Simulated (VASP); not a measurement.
A run of VASP 6.6.1:

POSCAR

```
CaO
1.0
    0.0000000000      2.5944801024      2.6067317416
    2.5944801024      0.0000000000      2.6067317416
    2.5944801024      2.5944801024      0.0000000000
Ca O
1 1
Direct
    0.0000000000      0.0000000000      0.0000000000
    0.2500000000      0.2500000000      0.2500000000
```

INCAR.step1

```
ALGO = Normal
EDIFF = 1E-5
ENCUT = 910
GGA = PE
GGA_COMPAT = F
ISMEAR = 0
LASPH = T
LCHARG = F
LREAL = F
LWAVE = T
NBANDS = 15
NELM = 120
PREC = Accurate
SIGMA = 0.01
```

Contents of INCAR.step2:

```
ALGO = Normal
EDIFF = 1E-6
ENCUT = 910
GGA_COMPAT = F
ISIF = 2
ISMEAR = 0
ISTART = 1
LASPH = T
LCHARG = F
LMIXTAU = T
LREAL = F
LWAVE = F
METAGGA = R2SCAN
NBANDS = 15
NELM = 120
PREC = Accurate
SIGMA = 0.01
```

File KPOINTS:

```
k-points
0
Gamma
  8 8 8
```

Potentials or basis: VASP PAW PBE potentials, release 64 (Ca_sv, O_h).

Launch:

```sh
$ cat potpaw_PBE.64/Ca_sv/POTCAR potpaw_PBE.64/O_h/POTCAR > POTCAR
$ cp INCAR.step1 INCAR
$ mpirun -np 1 vasp_std > vasp.out
$ cp INCAR.step2 INCAR
$ mpirun -np 1 vasp_std > vasp.out
```

Hardware: 1 thread of AMD EPYC 7R13 Processor (Zen 3), with other jobs on the host.

Question: How long does it take, and how much memory?

Answer: Run time: 3.7 min on 1 thread of AMD EPYC 7R13 Processor (Zen 3), with other jobs on the host, peak memory 0.22 GiB. Counts: k points 59.
